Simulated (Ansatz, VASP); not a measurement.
# W: VASP beside Ansatz

```
W
1.0
    -1.57718    1.57915    1.57915
     1.57718   -1.57521    1.57521
     1.57718    1.57521   -1.57521
W
1
Direct
  0.00000 0.00000 0.00000
```

Change from the starting cell: strain +0.0025 x Voigt [0, 0, 0, 1, 0, 0], atoms carried along.

Alike in both runs: task single point; functional PBEsol; k mesh 26 × 26 × 26; occupations gaussian, width 0.15 eV; no spin polarisation.

|  | VASP | Ansatz |
| --- | --- | --- |
| version | VASP 6.6.1 | Ansatz 0.2.0 |
| potentials or method | VASP PAW PBE potentials, release 64 (W_sv), cutoff 520 eV | scalar-relativistic, plane waves, PAW |
| valence electrons in the cell | 14 | 14 |

VASP gave:

```
gap on the k mesh at the Fermi level (eV)                     : none
pressure (GPa)                                                : 0.5
traceless stress, the component that is largest in VASP (GPa) : -0.39
```

**Question.** Estimate Ansatz's values.

**Answer.** gap on the k mesh at the Fermi level (eV): none; pressure (GPa): -0.1; traceless stress, the component that is largest in VASP (GPa): -0.38.

VASP's potentials were made for PBE, not for PBEsol. A gap of «none» marks a metal or a gap that the smearing closes. The functional is the same, so the differences come from potentials, cutoffs and numerics.

Spin-orbit coupling is off throughout.
